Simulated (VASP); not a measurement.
# Pt (I4_1/amd) in VASP: a series of runs

Pt is run at these levels: PBE; tasks: single point.

Everything below comes from runs of VASP 6.6.1. Logs are shortened: lines on timing, memory, paths and dates and some standing lists are left out, and cuts for length are marked.

## Step 1: The cell of the first run

It takes space group I4_1/amd (No. 141, tetragonal). The conventional cell has a = 4.654 Å, b = 4.654 Å, c = 2.499 Å, α = 90.00°, β = 90.00°, γ = 90.00°. Pt (site symmetry -4m2) has 10 Pt at 2.41 to 2.99 Å within 3.2 Å.

## Step 2: Single point, PBE

Input file INCAR:

```
PREC = Accurate
ENCUT = 520
EDIFF = 1E-6
ISMEAR = -1
SIGMA = 0.05
LREAL = F
LASPH = T
NELM = 100
ALGO = Normal
ISIF = 2
LWAVE = F
LCHARG = F
GGA = PE
NBANDS = 17
```

Input file KPOINTS:

```
Automatic mesh
0
Gamma
  17 17 17
```

Input file POSCAR:

```
Pt
1.0
   -2.3269035162      2.3269035162      1.2493734650
    2.3269035162     -2.3269035162      1.2493734650
    2.3269035162      2.3269035162     -1.2493734650
Pt
2
Direct
   -0.3750000000     -0.1250000000     -0.2500000000
    0.3750000000      0.1250000000      0.2500000000
```

Potentials or basis: VASP PAW PBE potentials, release 64 (Pt).

On the command line:

```
$ cat potpaw_PBE.64/Pt/POTCAR > POTCAR
$ mpirun -np 1 vasp_std > vasp.out
```

OUTCAR:

```text
PREC = Accurate
   ENCUT = 520
   EDIFF = 1E-6
   ISMEAR = -1
   LREAL = F
   LASPH = T
   NELM = 100
   ISIF = 2
   GGA = PE

 ion  position               nearest neighbor table
   1  0.625  0.875  0.750-   2 2.41   2 2.41   2 2.41   2 2.41   2 2.99   2 2.99   2 2.99   2 2.99

   2  0.375  0.125  0.250-   1 2.41   1 2.41   1 2.41   1 2.41   1 2.99   1 2.99   1 2.99   1 2.99

  LATTYP: Found a body centered tetragonal cell.
 ALAT       =     4.6538070324
 C/A-ratio  =     0.5369253415

  Lattice vectors:

 A1 = (  -2.3269035162,   2.3269035162,   1.2493734650)
 A2 = (   2.3269035162,  -2.3269035162,   1.2493734650)
 A3 = (   2.3269035162,   2.3269035162,  -1.2493734650)

Analysis of symmetry for initial positions (statically):
=====================================================================
 Subroutine PRICEL returns:
 Original cell was already a primitive cell.

 Routine SETGRP: Setting up the symmetry group for a
 body centered tetragonal supercell.

 Subroutine GETGRP returns: Found 16 space group operations
 (whereof  4 operations were pure point group operations)
 out of a pool of 16 trial point group operations.

The static configuration has the point symmetry C_2h.
 The point group associated with its full space group is D_4h.

Analysis of symmetry for dynamics (positions and initial velocities):
=====================================================================
 Subroutine PRICEL returns:
 Original cell was already a primitive cell.

 Routine SETGRP: Setting up the symmetry group for a
 body centered tetragonal supercell.

 Subroutine GETGRP returns: Found 16 space group operations
 (whereof  4 operations were pure point group operations)
 out of a pool of 16 trial point group operations.

The dynamic configuration has the point symmetry C_2h.
 The point group associated with its full space group is D_4h.

 Subroutine INISYM returns: Found 16 space group operations
 (whereof  4 operations are pure point group operations),
 and found     1 'primitive' translations

----------------------------------------------------------------------------------------

                                     Primitive cell

  volume of cell :      27.0588

  direct lattice vectors                    reciprocal lattice vectors
    -2.326903516  2.326903516  1.249373465     0.000000000  0.214877839  0.400200592
     2.326903516 -2.326903516  1.249373465     0.214877839  0.000000000  0.400200592
     2.326903516  2.326903516 -1.249373465     0.214877839  0.214877839  0.000000000

  length of vectors
     3.519928125  3.519928125  3.519928125     0.454238923  0.454238923  0.303883155

  position of ions in fractional coordinates (direct lattice)
     0.625000000  0.875000000  0.750000000
     0.375000000  0.125000000  0.250000000

  ion indices of the primitive-cell ions
   primitive index   ion index
                 1           1
                 2           2

----------------------------------------------------------------------------------------

 KPOINTS: Automatic mesh

Automatic generation of k-mesh.
 Grid dimensions read from file:
 generate k-points for:   17   17   17

 Generating k-lattice:

  Cartesian coordinates                     Fractional coordinates (reciprocal lattice)
     0.000000000  0.012639873  0.023541211     0.058823529  0.000000000  0.000000000
     0.012639873  0.000000000  0.023541211     0.000000000  0.058823529  0.000000000
     0.012639873  0.012639873  0.000000000     0.000000000  0.000000000  0.058823529

  Length of vectors
     0.026719937  0.026719937  0.017875480

  Shift w.r.t. Gamma in fractional coordinates (k-lattice)
     0.000000000  0.000000000  0.000000000

 Subroutine IBZKPT returns following result:
 ===========================================

 Found    405 irreducible k-points:

 Following reciprocal coordinates:
            Coordinates               Weight
  0.000000  0.000000  0.000000      1.000000
  0.058824  0.000000 -0.000000      8.000000
  0.117647  0.000000 -0.000000      8.000000
  0.176471  0.000000 -0.000000      8.000000
  0.235294  0.000000 -0.000000      8.000000
  0.294118  0.000000  0.000000      8.000000
[... 16 lines left out ...]
 -0.176471  0.058824 -0.000000     16.000000
 -0.117647  0.058824  0.000000     16.000000
 [... further k-points ...]
   k-points           NKPTS =    405   k-points in BZ     NKDIM =    405   number of bands    NBANDS=     17
   number of dos      NEDOS =    301   number of ions     NIONS =      2
   total plane-waves  NPLWV =  21952
   dimension x,y,z NGX =    28 NGY =   28 NGZ =   28
   dimension x,y,z NGXF=    56 NGYF=   56 NGZF=   56
   ions per type =               2
   NGX,Y,Z   is equivalent  to a cutoff of  13.22, 13.22, 13.22 a.u.
   NGXF,Y,Z  is equivalent  to a cutoff of  26.45, 26.45, 26.45 a.u.
 SYSTEM =  unknown system
   PREC   = accura    normal or accurate (medium, high low for compatibility)
   ISTART =      0    job   : 0-new  1-cont  2-samecut
   ICHARG =      2    charge: 1-file 2-atom 10-const
   ISPIN  =      1    spin polarized calculation?
   LNONCOLLINEAR =      F non collinear calculations
   LSORBIT =      F    spin-orbit coupling
   LASPH  =      T    aspherical Exc in radial PAW
   ENCUT  =  520.0 eV  38.22 Ry    6.18 a.u.   6.54  6.54  6.54*2*pi/ulx,y,z
   NELM   =    100;   NELMIN=  2; NELMDL= -5     # of ELM steps
   EDIFF  = 0.1E-05   stopping-criterion for ELM
   LREAL  =      F    real-space projection
   EDIFFG = 0.1E-04   stopping-criterion for IOM
   NSW    =      0    number of steps for IOM
   IBRION =     -1    ionic relax: 0-MD 1-quasi-New 2-CG
   NFREE  =      0    steps in history (QN), initial steepest desc. (CG)
   ISIF   =      2    stress and relaxation
   ISYM   =      2    0-nonsym 1-usesym 2-fastsym
   POTIM  = 0.5000    time-step for ionic-motion
   TEBEG  =    0.0;   TEEND  =   0.0 temperature during run
   PSTRESS=    0.0 pullay stress
   NELECT =      20.0000    total number of electrons
   NUPDOWN=      -1.0000    fix difference up-down
   EMIN   =  10.00;   EMAX   =-10.00  energy-range for DOS
   EFERMI =   0.00;   METHOD = LEGACY
   ISMEAR =    -1;   SIGMA  =   0.05  broadening in eV -4-tet -1-fermi 0-gaus
   EFERMI_NEDOS =   21; number of points for ismear=-14 and -15
   IALGO  =     38    algorithm
   IMIX   =      4    mixing-type and parameters
     AMIX     =   0.40;   BMIX     =  1.00
     AMIX_MAG =   1.60;   BMIX_MAG =  1.00
  volume/ion in A,a.u.               =      13.53        91.30
  Fermi-wavevector in a.u.,A,eV,Ry     =   1.480182  2.797139 29.809537  2.190939
  Thomas-Fermi vector in A             =   2.594248
   LORBIT       =      0    0 simple, 1 ext, 2 COOP (PROOUT), +10 PAW based schemes
   GGA     = PE    functional components
   LHFCALC =     F    Hartree Fock is set to
   AEXX    =    0.0000 exact exchange contribution
   IVDW    =     0    specifies the selected vdW correction
   LEPSILON=     F    determine dielectric tensor
   LRPA    =     F    only Hartree local field effects (RPA)
 non-spin polarized calculation
  energy-cutoff  :      520.00
  volume of cell :       27.06
 maximum number of plane-waves:       745
   NGX = 13   NGY = 13   NGZ = 13

 number of electron      20.0000000 magnetization

 Free energy of the ion-electron system (eV)
  ---------------------------------------------------
  ext. energy  EPLUGINS =         0.00000000
  ---------------------------------------------------
  free energy    TOTEN  =       -10.02128759 eV

  energy without entropy =      -10.00990319  energy(sigma->0) =      -10.01559539

 E-fermi :  13.5334     XC(G=0): -14.0576

 val. band max:       13.5274243744   @ k =  -0.0588  -0.2353   0.0588
 cond. band min:      13.5352099451   @ k =   0.4118   0.2353   0.0588
 fundamental gap:      0.0077855707
 Fermi energy:        13.5333788277

 k-point     1 :       0.0000    0.0000    0.0000
  band No.  band energies     occupation
      1       2.1130      2.00000
      2       4.8885      2.00000
      3       5.8593      2.00000
      4       6.4549      2.00000
      5       7.2176      2.00000
      6      11.6447      2.00000
[... 9 lines left out ...]
     16      30.1637      0.00000
     17      30.5352      0.00000

 k-point     2 :       0.0588    0.0000   -0.0000
  band No.  band energies     occupation
      1       2.2693      2.00000
      2       4.9663      2.00000
      3       5.8841      2.00000
      4       6.6488      2.00000
      5       7.3243      2.00000
      6      10.9914      2.00000
[... 9 lines left out ...]
     16      30.4440      0.00000
     17      30.4778      0.00000

 k-point     3 :       0.1176    0.0000   -0.0000
  band No.  band energies     occupation
      1       2.7207      2.00000
      2       5.1918      2.00000
      3       5.9896      2.00000
      4       7.1594      2.00000
      5       7.6271      2.00000
      6      10.1133      2.00000
[... 9 lines left out ...]
     16      30.3579      0.00000
     17      31.3204      0.00000

 k-point     4 :       0.1765    0.0000   -0.0000
  band No.  band energies     occupation
      1       3.4095      2.00000
      2       5.5356      2.00000
      3       6.1681      2.00000
      4       7.7262      2.00000
      5       8.1511      2.00000
      6       9.2261      2.00000
[... 9 lines left out ...]
     16      30.2708      0.00000
     17      31.0905      0.00000

 k-point     5 :       0.2353    0.0000   -0.0000
  band No.  band energies     occupation
      1       4.2225      2.00000
      2       5.9195      2.00000
      3       6.3263      2.00000
      4       7.9396      2.00000
      5       8.5016      2.00000
      6       8.8913      2.00000
[... 9 lines left out ...]
     16      29.5558      0.00000
     17      30.4670      0.00000

 k-point     6 :       0.2941    0.0000    0.0000
  band No.  band energies     occupation
      1       4.9627      2.00000
      2       6.1486      2.00000
      3       6.3736      2.00000
      4       8.1048      2.00000
      5       8.1697      2.00000
      6       9.0519      2.00000
[... 9 lines left out ...]
     16      29.4461      0.00000
     17      30.8566      0.00000

 k-point     7 :       0.3529    0.0000   -0.0000
  band No.  band energies     occupation
      1       5.3678      2.00000
      2       6.0492      2.00000
      3       6.4891      2.00000
      4       7.8904      2.00000
      5       8.3930      2.00000
      6       9.4202      2.00000
[... 9 lines left out ...]
     16      29.4773      0.00000
     17      29.6880      0.00000

 k-point     8 :       0.4118    0.0000    0.0000
  band No.  band energies     occupation
      1       5.4451      2.00000
      2       5.8231      2.00000
      3       6.7346      2.00000
      4       7.4335      2.00000
      5       8.9069      2.00000
      6       9.9980      2.00000
[... 9 lines left out ...]
     16      28.4917      0.00000
     17      30.0655      0.00000
[... 203 lines left out ...]
      1       5.4642      2.00000
      2       5.9771      2.00000
      3       6.6897      2.00000
      4       7.6080      2.00000
      5       8.7826      2.00000
      6       9.6027      2.00000
[... 9 lines left out ...]
     16      29.1044      0.00000
     17      29.7414      0.00000

 k-point    20 :      -0.3529    0.0588    0.0000
  band No.  band energies     occupation
      1       5.1392      2.00000
      2       6.1174      2.00000
      3       6.5477      2.00000
      4       7.9718      2.00000
      5       8.5402      2.00000
      6       8.9887      2.00000
[... 9 lines left out ...]
     16      29.5107      0.00000
     17      30.5166      0.00000

 k-point    21 :      -0.2941    0.0588    0.0000
  band No.  band energies     occupation
      1       4.4584      2.00000
      2       6.0248      2.00000
      3       6.4497      2.00000
      4       7.8774      2.00000
      5       8.4894      2.00000
      6       8.9703      2.00000
[... 9 lines left out ...]
     16      29.5389      0.00000
     17      31.1545      0.00000

 k-point    22 :      -0.2353    0.0588    0.0000
  band No.  band energies     occupation
      1       3.6444      2.00000
      2       5.6909      2.00000
      3       6.2925      2.00000
      4       7.5617      2.00000
      5       8.0449      2.00000
      6       9.4054      2.00000
[... 9 lines left out ...]
     16      29.8818      0.00000
     17      30.8762      0.00000

 k-point    23 :      -0.1765    0.0588   -0.0000
  band No.  band energies     occupation
      1       2.9149      2.00000
      2       5.3323      2.00000
      3       6.0957      2.00000
      4       7.0736      2.00000
      5       7.5481      2.00000
      6      10.2096      2.00000
[... 9 lines left out ...]
     16      30.3164      0.00000
     17      31.2406      0.00000

 k-point    24 :      -0.1176    0.0588    0.0000
  band No.  band energies     occupation
      1       2.4044      2.00000
      2       5.0675      2.00000
      3       5.9568      2.00000
      4       6.6103      2.00000
      5       7.2804      2.00000
      6      11.0429      2.00000
[... 9 lines left out ...]
     16      30.4045      0.00000
     17      30.5067      0.00000

 [... further k-points ...]
[... 5 lines left out ...]
  --------------------------------------------------------------------------------------
  -------------------------------------------------------------------------------------
  Total       15.3519187     15.3519187     15.4174327      0.0000000      0.0000000      0.0000000
  in kB      909.0007126    909.0007126    912.8798517      0.0000000      0.0000000      0.0000000
  external PRESSURE =     910.2937590 kB  Pullay stress =       0.0000000 kB

 VOLUME and BASIS-vectors are now :
 -----------------------------------------------------------------------------
  energy-cutoff  :      520.00
  volume of cell :       27.06
      direct lattice vectors                 reciprocal lattice vectors
    -2.326903516  2.326903516  1.249373465     0.000000000  0.214877839  0.400200592
     2.326903516 -2.326903516  1.249373465     0.214877839  0.000000000  0.400200592
     2.326903516  2.326903516 -1.249373465     0.214877839  0.214877839  0.000000000

 POSITION                                       TOTAL-FORCE (eV/Angst)
 -----------------------------------------------------------------------------------
      2.32690      1.16345      0.93703        -0.000000      0.000000      0.000000
      0.00000      1.16345      0.31234         0.000000     -0.000000     -0.000000
 -----------------------------------------------------------------------------------
    total drift:                                0.000000      0.000000     -0.000000

  FREE ENERGIE OF THE ION-ELECTRON SYSTEM (eV)
  ---------------------------------------------------
  free  energy   TOTEN  =       -10.0212875909 eV

  energy  without entropy=      -10.0099031912  energy(sigma->0) =      -10.01559539
```

Run time: 68 s. Hardware: 1 thread of Intel Xeon 6975P-C (Granite Rapids), shared host; peak memory 0.29 GiB.

What came out:

| Property | Result |
| --- | --- |
| Free energy | -10.0213 eV |
| Pressure | 91.0 GPa |
| Band gap on the k mesh | zero (band 10 reaches 14.76 eV, above the bottom of band 11 at 12.13 eV) |

Caveat: spin-orbit coupling is left out, which moves the levels of the heavy elements.

## Step 3: Single point, PBE

Input file INCAR:

```
SYSTEM = Pt
PREC = Accurate ; ENCUT = 520
EDIFF = 1E-7 ; ISMEAR = -1
SIGMA = 0.05 ; LREAL = .False.
LASPH = .True. ; NELM = 60
ALGO = Normal ; ISIF = 2
LWAVE = .False. ; LCHARG = .False.
GGA = PE ; NBANDS = 17
```

Input file KPOINTS:

```
Automatic mesh
0
Gamma
  17 17 17
  0 0 0
```

Input file POSCAR:

```
Pt
1.0
   -2.3268717064      2.3268717064      1.2492791890
    2.3268717064     -2.3268717064      1.2492791890
    2.3268717064      2.3268717064     -1.2492791890
Pt
2
Direct
   -0.3750000000     -0.1250000000     -0.2500000000
    0.3750000000      0.1250000000      0.2500000000
```

Potentials or basis: VASP PAW PBE potentials, release 64 (Pt).

On the command line:

```
$ cat potpaw_PBE.64/Pt/POTCAR > POTCAR
$ mpirun -np 1 vasp_std > vasp.out
```

Wall time 72 s (1 thread of Intel Xeon 6975P-C (Granite Rapids), shared host); peak memory 0.28 GiB.

Results (log left out):

```yaml
Free_energy: -10.0197 eV
Pressure: 91.1 GPa
Band_gap_on_the_k_mesh: zero (band 10 reaches 14.76 eV, above the bottom of band 11 at 12.13 eV)
```

Stress tensor (GPa, compression positive):
```
90.95  0.00  0.00
 0.00 90.95  0.00
 0.00  0.00 91.38
```

Levels at points of the mesh, in eV from the Fermi level:
| k point | band 8 | band 9 | band 10 | band 11 | band 12 | band 13 |
| --- | --- | --- | --- | --- | --- | --- |
| (0.00, 0.00, 0.00) | -1.83 | -1.83 | 0.58 | 2.13 | 5.15 | 5.15 |

Caveat: spin-orbit coupling is left out, which moves the levels of the heavy elements.
